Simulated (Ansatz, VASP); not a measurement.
## Nb in VASP and in Ansatz

File INCAR:

```
PREC = Accurate
ENCUT = 520
EDIFF = 1E-6
ISMEAR = 0
SIGMA = 0.05
LREAL = F
LASPH = T
NELM = 100
ALGO = Normal
ISIF = 2
LWAVE = F
LCHARG = T
GGA = PE
LELF = T
LVHAR = T
NBANDS = 12
```

The input KPOINTS:

```
regular mesh
0
Gamma
  8 8 8
```

POSCAR

```
Nb
1.0
    0.0000000000      2.1112393915      2.1112393915
    2.1112393915      0.0000000000      2.1112393915
    2.1112393915      2.1112393915      0.0000000000
Nb
1
Direct
    0.0000000000      0.0000000000      0.0000000000
```

Input for Ansatz:

```yaml
crystal:
  lattice:
    - [0.0, 2.1112393915, 2.1112393915]
    - [2.1112393915, 0.0, 2.1112393915]
    - [2.1112393915, 2.1112393915, 0.0]
  atoms:
    - { symbol: Nb, position: [0.0, 0.0, 0.0] }
basis:
  ecutwfc: 420
  ecutrho_ratio: 4
kpoints:
  mp_grid: { grid: [8, 8, 8] }
hamiltonian:
  xc: pbe
scf:
  occupations: { method: gaussian, width: 0.05 }
output:
  forces: true
  stress: true
  eigenvalues: true
```

Alike in both runs: task single point; functional PBE; k mesh 8 × 8 × 8; occupations gaussian, width 0.05 eV; no spin polarisation.

```csv
,VASP,Ansatz
version,VASP 6.6.1,Ansatz 0.2.0
potentials or method,"VASP PAW PBE potentials, release 64 (Nb_sv), cutoff 520 eV","scalar-relativistic, plane waves, PAW"
valence electrons in the cell,13,13
```

```csv
,VASP,Ansatz,Ansatz less VASP
pressure (GPa),-1.1,-0.8,+0.29
```
